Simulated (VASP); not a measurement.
Input of a VASP 6.6.1 run:

INCAR

```
SYSTEM = Hf2C
ALGO = Normal ; EDIFF = 1E-6
EDIFFG = -0.04 ; ENCUT = 600
GGA = PE ; IBRION = 2
ISIF = 3 ; ISMEAR = 0
LASPH = .TRUE. ; LCHARG = .FALSE.
LREAL = .FALSE. ; LWAVE = .FALSE.
NELM = 80 ; NSW = 90
PREC = Accurate ; SIGMA = 0.1
```

File KPOINTS:

```
k-points
0
G
  6 6 4
  0 0 0
```

File POSCAR:

```
Hf2C
1.0
    3.5596165600      0.0000000000      0.0000000000
   -1.7798082800      3.0827183600      0.0000000000
    0.0000000000      0.0000000000      5.5769791700
Hf C
2 1
Direct
    0.0000000000      0.0000000000      0.3139971400
    0.0000000000      0.0000000000      0.6860028600
    0.0000000000      0.0000000000      0.0000000000
```

Potentials or basis: VASP PAW PBE potentials, release 64 (Hf_pv, C).

Run with:

```sh
$ cat potpaw_PBE.64/Hf_pv/POTCAR potpaw_PBE.64/C/POTCAR > POTCAR
$ mpirun -np 1 vasp_std > vasp.out
```

**Question.** Predict the relaxed volume.

**Answer.** 19.51 Å³/atom.

**Question.** Estimate the band gap on the k mesh.

**Answer.** Zero (bands 12 and 13 overlap by 2.05 eV).

Final structure:
```cif
data_structure
_symmetry_space_group_name_H-M 'P 1'
_symmetry_Int_Tables_number 1
_cell_length_a 3.0610
_cell_length_b 3.0610
_cell_length_c 7.2118
_cell_angle_alpha 90.000
_cell_angle_beta 90.000
_cell_angle_gamma 120.000
_cell_volume 58.52
loop_
_atom_site_label
_atom_site_type_symbol
_atom_site_fract_x
_atom_site_fract_y
_atom_site_fract_z
_atom_site_occupancy
Hf1 Hf 0.00000 0.00000 0.29365 1
Hf2 Hf 0.00000 0.00000 0.70635 1
C1 C 0.00000 0.00000 0.00000 1
```

Caveat: a cell axis changed by over 15 % at a fixed basis, so the end point is rough; spin-orbit coupling is left out, which moves the levels of the heavy elements.
